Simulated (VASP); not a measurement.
# WS2 (Cm) in VASP: a series of runs

WS2 is run at these levels: r2SCAN; tasks: single point.

Everything below comes from runs of VASP 6.6.1. Logs are shortened: lines on timing, memory, paths and dates and some standing lists are left out, and cuts for length are marked.

## (1) The cell of the first run

It takes space group Cm (No. 8, monoclinic). The conventional cell has a = 5.494 Å, b = 3.258 Å, c = 6.501 Å, α = 90.00°, β = 106.36°, γ = 90.00°. W (site symmetry m) has 6 S at 2.40 to 2.42 Å and 6 W at 3.19 to 3.26 Å within 3.3 Å. Within 3.3 Å of S (site symmetry m) lie 3 W at 2.40 to 2.42 Å and 7 S at 3.10 to 3.26 Å. S (site symmetry m) has 3 W at 2.40 to 2.42 Å and 7 S at 3.10 to 3.26 Å within 3.3 Å.

## (2) Single point, r2SCAN (uniaxial x strain +2.7%)

File POSCAR:

```
WS2
1.0
    1.6291814201      0.9156121206      6.2374759785
   -1.6291814201      0.9156121206      6.2374759785
    0.0000000000     -1.8312242411      6.2374759785
W S
1 2
Direct
   -0.0003113073     -0.0003113073      0.0026262409
    0.2517302527      0.2517302527      0.2504590288
    0.4172810547      0.4172810547      0.4156147303
```

File INCAR.step1:

```
SYSTEM = WS2
PREC = Accurate
ENCUT = 520
ISMEAR = 0
SIGMA = 0.01
LREAL = .FALSE.
LASPH = .TRUE.
NELM = 100
NBANDS = 20
GGA = PE
ALGO = Normal
EDIFF = 1E-4
LWAVE = .TRUE.
LCHARG = .FALSE.
```

File INCAR.step2:

```
SYSTEM = WS2
PREC = Accurate
ENCUT = 520
EDIFF = 1E-6
ISMEAR = 0
SIGMA = 0.01
LREAL = .FALSE.
LASPH = .TRUE.
NELM = 100
ALGO = Normal
ISIF = 2
LWAVE = .FALSE.
LCHARG = .FALSE.
METAGGA = R2SCAN
LMIXTAU = .TRUE.
NBANDS = 20
ISTART = 1
```

File KPOINTS:

```
regular mesh
0
G
  10 10 10
  0 0 0
```

Potentials or basis: VASP PAW PBE potentials, release 64 (W_sv, S).

Command:

```
$ cat potpaw_PBE.64/W_sv/POTCAR potpaw_PBE.64/S/POTCAR > POTCAR
$ cp INCAR.step1 INCAR
$ mpirun -np 1 vasp_std > vasp.out
$ cp INCAR.step2 INCAR
$ mpirun -np 1 vasp_std > vasp.out
```

OUTCAR:

```text
SYSTEM = WS2
   PREC = Accurate
   ENCUT = 520
   EDIFF = 1E-6
   ISMEAR = 0
   LREAL = .FALSE.
   LASPH = .TRUE.
   NELM = 100
   ISIF = 2
   METAGGA = R2SCAN
   ISTART = 1

 ion  position               nearest neighbor table
   1  1.000  1.000  0.003-   2 2.40   3 2.40   2 2.42   2 2.42   3 2.42   3 2.42
   2  0.252  0.252  0.250-   1 2.40   1 2.42   1 2.42
   3  0.417  0.417  0.416-   1 2.40   1 2.42   1 2.42

  LATTYP: Found a base centered monoclinic cell.
 ALAT       =     5.4936727234
 B/A-ratio  =     0.5931119315
 C/A-ratio  =     1.1833121837
 COS(beta)  =    -0.2816951756

  Lattice vectors:

 A1 = (   1.6291814201,   2.7468363617,   0.0000000000)
 A2 = (  -1.6291814201,   2.7468363617,   0.0000000000)
 A3 = (   0.0000000000,  -1.8312242411,   6.2374759785)

Analysis of symmetry for initial positions (statically):
=====================================================================
 Subroutine PRICEL returns:
 Original cell was already a primitive cell.

 Routine SETGRP: Setting up the symmetry group for a
 base centered monoclinic supercell.

 Subroutine GETGRP returns: Found  2 space group operations
 (whereof  2 operations were pure point group operations)
 out of a pool of  4 trial point group operations.

The static configuration has the point symmetry C_1h.

Analysis of symmetry for dynamics (positions and initial velocities):
=====================================================================
 Subroutine PRICEL returns:
 Original cell was already a primitive cell.

 Routine SETGRP: Setting up the symmetry group for a
 base centered monoclinic supercell.

 Subroutine GETGRP returns: Found  2 space group operations
 (whereof  2 operations were pure point group operations)
 out of a pool of  4 trial point group operations.

The dynamic configuration has the point symmetry C_1h.

 Subroutine INISYM returns: Found  2 space group operations
 (whereof  2 operations are pure point group operations),
 and found     1 'primitive' translations

----------------------------------------------------------------------------------------

                                     Primitive cell

  volume of cell :      55.8266

  direct lattice vectors                    reciprocal lattice vectors
[... 72 lines left out ...]
   number of dos      NEDOS =    301   number of ions     NIONS =      3
   total plane-waves  NPLWV = 110592
   dimension x,y,z NGX =    48 NGY =   48 NGZ =   48
   dimension x,y,z NGXF=    96 NGYF=   96 NGZF=   96
   ions per type =               1   2
   NGX,Y,Z   is equivalent  to a cutoff of  12.26, 12.26, 12.28 a.u.
   NGXF,Y,Z  is equivalent  to a cutoff of  24.51, 24.51, 24.55 a.u.
 SYSTEM =  WS2
   PREC   = accura    normal or accurate (medium, high low for compatibility)
   ISTART =      1    job   : 0-new  1-cont  2-samecut
   ICHARG =      0    charge: 1-file 2-atom 10-const
   ISPIN  =      1    spin polarized calculation?
   LNONCOLLINEAR =      F non collinear calculations
   LSORBIT =      F    spin-orbit coupling
   LASPH  =      T    aspherical Exc in radial PAW
   ENCUT  =  520.0 eV  38.22 Ry    6.18 a.u.  12.11 12.11 12.09*2*pi/ulx,y,z
   NELM   =    100;   NELMIN=  2; NELMDL=  0     # of ELM steps
   EDIFF  = 0.1E-05   stopping-criterion for ELM
   LREAL  =      F    real-space projection
[... 7 lines left out ...]
   TEBEG  =    0.0;   TEEND  =   0.0 temperature during run
   PSTRESS=    0.0 pullay stress
   NELECT =      26.0000    total number of electrons
   NUPDOWN=      -1.0000    fix difference up-down
   EMIN   =  10.00;   EMAX   =-10.00  energy-range for DOS
   EFERMI =   0.00;   METHOD = LEGACY
   ISMEAR =     0;   SIGMA  =   0.01  broadening in eV -4-tet -1-fermi 0-gaus
   EFERMI_NEDOS =   21; number of points for ismear=-14 and -15
   IALGO  =     38    algorithm
   IMIX   =      4    mixing-type and parameters
     AMIX     =   0.40;   BMIX     =  1.00
     AMIX_MAG =   1.60;   BMIX_MAG =  1.00
  volume/ion in A,a.u.               =      18.61       125.58
  Fermi-wavevector in a.u.,A,eV,Ry     =   1.268973  2.398010 21.909345  1.610291
  Thomas-Fermi vector in A             =   2.402039
   LORBIT       =      0    0 simple, 1 ext, 2 COOP (PROOUT), +10 PAW based schemes
   METAGGA = R2SCAN    functional components
   LHFCALC =     F    Hartree Fock is set to
   AEXX    =    0.0000 exact exchange contribution
   IVDW    =     0    specifies the selected vdW correction
   LEPSILON=     F    determine dielectric tensor
   LRPA    =     F    only Hartree local field effects (RPA)
 non-spin polarized calculation
 Gauss-broadening in eV      SIGMA  =   0.01
  energy-cutoff  :      520.00
  volume of cell :       55.83
 maximum number of plane-waves:      1526
   NGX = 25   NGY = 25   NGZ = 25

 number of electron      26.0000001 magnetization

 Free energy of the ion-electron system (eV)
  ---------------------------------------------------
  ext. energy  EPLUGINS =         0.00000000
  ---------------------------------------------------
  free energy    TOTEN  =       -70.05234350 eV

  energy without entropy =      -70.05234350  energy(sigma->0) =      -70.05234350

 E-fermi :   7.1643     XC(G=0): -11.3631

 val. band max:        6.8678296558   @ k =   0.5000   0.5000   0.5000
 cond. band min:       8.0040231428   @ k =  -0.3000   0.3000   0.0000
 fundamental gap:      1.1361934870
 Fermi energy:         7.1643477521

 k-point     1 :       0.0000    0.0000    0.0000
  band No.  band energies     occupation
      1     -69.8991      2.00000
      2     -33.4643      2.00000
      3     -33.3658      2.00000
      4     -33.3223      2.00000
      5      -9.4005      2.00000
      6      -7.3885      2.00000
[... 541 lines left out ...]
     19      14.5282      0.00000
     20      15.6025      0.00000

 [... further k-points ...]
[... 5 lines left out ...]
  --------------------------------------------------------------------------------------
  -------------------------------------------------------------------------------------
  Total       -1.6960094     -0.0623481      0.3084299      0.0000000     -0.0303334      0.0000000
  in kB      -48.6740763     -1.7893386      8.8516856      0.0000000     -0.8705436      0.0000000
  external PRESSURE =     -13.8705765 kB  Pullay stress =       0.0000000 kB

 VOLUME and BASIS-vectors are now :
 -----------------------------------------------------------------------------
  energy-cutoff  :      520.00
  volume of cell :       55.83
      direct lattice vectors                 reciprocal lattice vectors
     1.629181420  0.915612121  6.237475979     0.306902592  0.182027589  0.053440420
    -1.629181420  0.915612121  6.237475979    -0.306902592  0.182027589  0.053440420
     0.000000000 -1.831224241  6.237475979     0.000000000 -0.364055178  0.053440420

 POSITION                                       TOTAL-FORCE (eV/Angst)
 -----------------------------------------------------------------------------------
      0.00000      1.82584     12.48745         0.000000     -0.002233      0.000173
      0.00000      0.00233      4.70255         0.000000      0.001152      0.030893
      0.00000      0.00305      7.79795         0.000000      0.001081     -0.031066
 -----------------------------------------------------------------------------------
    total drift:                               -0.000000      0.000041     -0.000098

  FREE ENERGIE OF THE ION-ELECTRON SYSTEM (eV)
  ---------------------------------------------------
  free  energy   TOTEN  =       -70.0523435039 eV

  energy  without entropy=      -70.0523435039  energy(sigma->0) =      -70.05234350
```

Run time: 23 min. Hardware: 1 thread of Intel Xeon 6975P-C (Granite Rapids), shared host; peak memory 0.56 GiB.

Results:

* Free energy: -70.0523 eV
* Pressure: -1.4 GPa
* Largest force: 0.031 eV/Å
* Band gap on the k mesh: 1.14 eV (least direct gap 2.05 eV)

Forces on the atoms (eV/Å):
```
W    0.000 -0.002  0.000
S    0.000  0.001  0.031
S    0.000  0.001 -0.031
```

Stress tensor (GPa, compression positive):
```
-4.87  0.00  0.00
 0.00 -0.18 -0.09
 0.00 -0.09  0.89
```

Caveat: the cell differs from its parent crystal (uniaxial x strain +2.7%); the stress differs along the axes, from -5 to 1 GPa; the PAW data sets were made with another functional, which shifts forces and pressure a little; spin-orbit coupling is left out, which moves the levels of the heavy elements. A k mesh can miss the band edges.

## (3) Single point, r2SCAN (uniaxial y strain +3.8%)

File POSCAR:

```
WS2
1.0
    1.5858867129      0.9506800648      6.2374759785
   -1.5858867129      0.9506800648      6.2374759785
    0.0000000000     -1.9013601296      6.2374759785
W S
1 2
Direct
    0.0018401689      0.0018401689     -0.0016721205
    0.2511047084      0.2511047084      0.2525874354
    0.4157551228      0.4157551228      0.4177846852
```

File INCAR.step1:

```
PREC = Accurate
ENCUT = 520
ISMEAR = 0
SIGMA = 0.01
LREAL = F
LASPH = T
NELM = 80
NBANDS = 20
GGA = PE
ALGO = Normal
EDIFF = 1E-4
LWAVE = T
LCHARG = F
```

File INCAR.step2:

```
PREC = Accurate
ENCUT = 520
EDIFF = 1E-6
ISMEAR = 0
SIGMA = 0.01
LREAL = F
LASPH = T
NELM = 80
ALGO = Normal
ISIF = 2
LWAVE = F
LCHARG = F
METAGGA = R2SCAN
LMIXTAU = T
NBANDS = 20
ISTART = 1
```

File KPOINTS:

```
regular mesh
0
Gamma
  10 10 10
```

Potentials or basis: VASP PAW PBE potentials, release 64 (W_sv, S).

Command:

```
$ cat potpaw_PBE.64/W_sv/POTCAR potpaw_PBE.64/S/POTCAR > POTCAR
$ cp INCAR.step1 INCAR
$ mpirun -np 1 vasp_std > vasp.out
$ cp INCAR.step2 INCAR
$ mpirun -np 1 vasp_std > vasp.out
```

Run time: 23 min. Hardware: 1 thread of Intel Xeon 6975P-C (Granite Rapids), shared host; peak memory 0.56 GiB.

Results (log left out):

* Free energy: -70.0298 eV
* Pressure: -2.4 GPa
* Largest force: 0.032 eV/Å
* Band gap on the k mesh: 1.06 eV (least direct gap 2.01 eV)

Forces on the atoms (eV/Å):
```
W    0.000 -0.001  0.000
S    0.000  0.000  0.032
S    0.000  0.001 -0.032
```

Stress tensor (GPa, compression positive):
```
-0.68  0.00  0.00
 0.00 -7.26  0.11
 0.00  0.11  0.75
```

Levels at points of the mesh, in eV from the valence-band top:
```
           k point  band 10  band 11  band 12  band 13  band 14  band 15  band 16  band 17
(0.00, 0.00, 0.00)    -2.85    -2.58    -1.68    -1.02     2.00     2.24     2.24     2.62
(0.50, 0.00, 0.00)    -4.63    -2.63    -2.42    -1.71     1.94     2.52     3.65     3.87
(0.50, 0.50, 0.00)    -4.14    -3.29    -2.20    -1.77     1.95     2.43     3.40     4.39
(0.00, 0.00, 0.50)    -4.21    -2.74    -2.06    -1.92     2.00     2.37     3.74     4.01
(0.50, 0.00, 0.50)    -4.56    -3.12    -2.57    -1.61     1.91     2.60     3.28     4.28
(0.50, 0.50, 0.50)    -3.74    -2.81    -2.55     0.00     2.06     2.13     2.32     2.50
```

Caveat: the cell differs from its parent crystal (uniaxial y strain +3.8%); the stress differs along the axes, from -7 to 1 GPa; the PAW data sets were made with another functional, which shifts forces and pressure a little; spin-orbit coupling is left out, which moves the levels of the heavy elements.
